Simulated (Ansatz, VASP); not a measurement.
## Two plane-wave programs on Sr

```
Sr
1.0
     4.00687    0.00000    0.00000
    -2.00343    3.55283    0.00000
     0.00000    0.00000    6.71543
Sr
2
Direct
  0.21957 0.66667 0.25000
  0.78043 0.33333 0.75000
```

Change from the starting cell: mode 4 frozen in at -0.467 Å, normal strain along x -0.0233.

Alike in both runs: task single point; functional LDA; k mesh 12 × 12 × 8; occupations gaussian, width 0.15 eV; no spin polarisation.

```csv
,VASP,Ansatz
version,VASP 6.6.1,Ansatz 0.2.0
potentials or method,"VASP PAW LDA potentials, release 64 (Sr_sv), cutoff 520 eV","scalar-relativistic, plane waves, PAW"
valence electrons in the cell,20,20
```

VASP gave:

```
gap on the k mesh at the Fermi level (eV)                     : none
pressure (GPa)                                                : 0.2
traceless stress, the component that is largest in VASP (GPa) : 1.02
rms of the force components (eV/Å)                            : 0.186
```

**Question.** What did Ansatz give for the same quantities?

**Answer.** gap on the k mesh at the Fermi level (eV): none; pressure (GPa): 0.3; traceless stress, the component that is largest in VASP (GPa): 1.01; rms of the force components (eV/Å): 0.185.

LDA's correlation is that of Perdew and Zunger in VASP and of Perdew and Wang (1992) in Ansatz. Atom by atom the forces differ by 0.001 eV/Å (rms over components). A gap of «none» marks a metal or a gap that the smearing closes.
